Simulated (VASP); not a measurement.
Here is a VASP 6.6.1 calculation.

Contents of INCAR:

```
SYSTEM = LiB2C2
ALGO = Normal
EDIFF = 1E-6
ENCUT = 520
GGA = PS
ISIF = 2
ISMEAR = -1
LASPH = .TRUE.
LCHARG = .FALSE.
LREAL = .FALSE.
LWAVE = .FALSE.
NBANDS = 16
NELM = 60
PREC = Accurate
SIGMA = 0.05
```

The input KPOINTS:

```
k-points
0
G
  11 11 4
  0 0 0
```

The input POSCAR:

```
LiB2C2
1.0
    2.7146440000      0.0000000000      0.0000000000
   -1.3573220000      2.3509506662      0.0000000000
    0.0000000000      0.0000000000      7.1180530000
Li B C
1 2 2
Direct
    0.0000000000      0.0000000000      0.5000000000
    0.3333330000      0.6666670000      0.7498130000
    0.6666670000      0.3333330000      0.2501870000
    0.3333330000      0.6666670000      0.2582190000
    0.6666670000      0.3333330000      0.7417810000
```

Potentials or basis: VASP PAW PBE potentials, release 64 (Li_sv, B, C).

The run is started by

```bash
$ cat potpaw_PBE.64/Li_sv/POTCAR potpaw_PBE.64/B/POTCAR potpaw_PBE.64/C/POTCAR > POTCAR
$ mpirun -np 1 vasp_std > vasp.out
```

Q: Estimate the largest force.

A: 0.036 eV/Å.

Forces on the atoms (eV/Å):
```
Li   0.000  0.000  0.000
B    0.000  0.000  0.003
B    0.000  0.000 -0.003
C    0.000  0.000  0.036
C    0.000  0.000 -0.036
```

Caveat: the PAW data sets were made with another functional, which shifts forces and pressure a little.
